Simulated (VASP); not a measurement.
CaSe: single point with PBEsol

CaSe:

```xyz
2
Lattice="0.0000 2.7085 3.5210 2.7085 0.0000 3.5210 2.7085 2.7085 0.0000" Properties=species:S:1:pos:R:3 pbc="T T T"
Ca    0.0000    0.0000    0.0000
Se    2.7085    2.7085    3.5210
```

This cell differs from its parent crystal: ratio of the length along z to the lengths across it x 1.3, volume and fractional coordinates fixed.

| Quantity | Value |
| --- | --- |
| Program | VASP 6.6.1 |
| Task | single point |
| Functional | PBEsol |
| Potentials or basis | VASP PAW PBE potentials, release 64 (Ca_sv, Se) |
| Cutoff | 520 eV |
| k mesh | 10 × 10 × 10 |
| Occupations | gaussian, width 0.05 eV |
| Spin | no spin polarisation |

| Quantity | Value |
| --- | --- |
| Pressure | 6.5 GPa |
| Band gap on the k mesh | 1.81 eV (least direct gap 1.94 eV) |

Stress tensor (GPa, compression positive):
```
12.80  0.00  0.00
 0.00 12.80  0.00
 0.00  0.00 -6.20
```

Levels at points of the mesh, in eV from the valence-band top:
| k point | band 5 | band 6 | band 7 | band 8 | band 9 | band 10 | band 11 | band 12 |
| --- | --- | --- | --- | --- | --- | --- | --- | --- |
| (0.00, 0.00, 0.00) | -12.11 | -0.42 | 0.00 | 0.00 | 1.94 | 2.51 | 4.29 | 4.29 |
| (0.50, 0.00, 0.00) | -11.19 | -3.59 | -1.64 | -1.45 | 3.98 | 5.50 | 5.64 | 5.82 |
| (0.50, 0.50, 0.00) | -11.78 | -2.98 | -0.41 | -0.41 | 1.81 | 4.79 | 5.79 | 5.84 |
| (0.50, 0.00, 0.50) | -11.44 | -2.37 | -1.57 | -0.92 | 1.93 | 4.48 | 4.99 | 5.86 |

Wall time 59 s on 1 thread of Intel(R) Xeon(R) Platinum 8259CL CPU @ 2.50GHz (Skylake/Cascade Lake), with other jobs on the host, peak memory 0.24 GiB.

Caveat: the cell stands under pressure; the PAW data sets were made with another functional, which shifts forces and pressure a little. A k mesh can miss the band edges.
